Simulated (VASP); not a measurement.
Wanted: the native input for a VASP 6.6.1 run.

```yaml
Task: single point
Functional: PBE
Potentials_or_basis: VASP PAW PBE potentials, release 64 (Lu)
Cutoff: 520 eV
k_mesh: 13 × 13 × 12
Occupations: fermi-dirac, width 0.08 eV
Spin: no spin polarisation
Dipole_correction: no
Further_INCAR_settings: ALGO = Normal; EDIFF = 1e-07; NBANDS = 18
```

The structure of Lu lies in POSCAR:

```
Lu
1.0
    3.0338818475      0.0000000000      0.0000000000
   -1.5169409237      2.6274187520      0.0000000000
    0.0000000000      0.0000000000      2.9175998628
Lu
1
Direct
    0.0000000000      0.0000000000      0.0000000000
```

This isn't the form of Lu at room conditions, which is hcp.

The input as run:

INCAR

```
SYSTEM = Lu
ALGO     = Normal         ! electronic algorithm
EDIFF    = 1E-7           ! SCF threshold, eV
ENCUT    = 520            ! plane-wave cutoff, eV
GGA      = PE             ! functional
ISIF     = 2              ! what is computed and relaxed
ISMEAR   = -1             ! smearing method
LASPH    = .True.         ! aspherical terms in the spheres
LCHARG   = .False.        ! write CHGCAR
LREAL    = .False.        ! projectors in reciprocal space
LWAVE    = .False.        ! write WAVECAR
NBANDS   = 18             ! bands
NELM     = 60             ! most SCF steps
PREC     = Accurate       ! precision mode
SIGMA    = 0.08           ! smearing width, eV
```

KPOINTS

```
k-points
0
Gamma
  13 13 12
  0 0 0
```

Potentials or basis: VASP PAW PBE potentials, release 64 (Lu).

Run with:

```bash
$ cat potpaw_PBE.64/Lu/POTCAR > POTCAR
$ mpirun -np 1 vasp_std > vasp.out
```

Results of the run:

- Pressure: 16.6 GPa
- Band gap on the k mesh: zero (an odd number of electrons rules out a gap without spin polarisation)

Caveat: the cell stands under pressure; spin-orbit coupling is left out, which moves the levels of the heavy elements.

Run time: 53 s on 1 thread of Intel Xeon 8259CL, with other jobs on the host, peak memory 0.19 GiB.
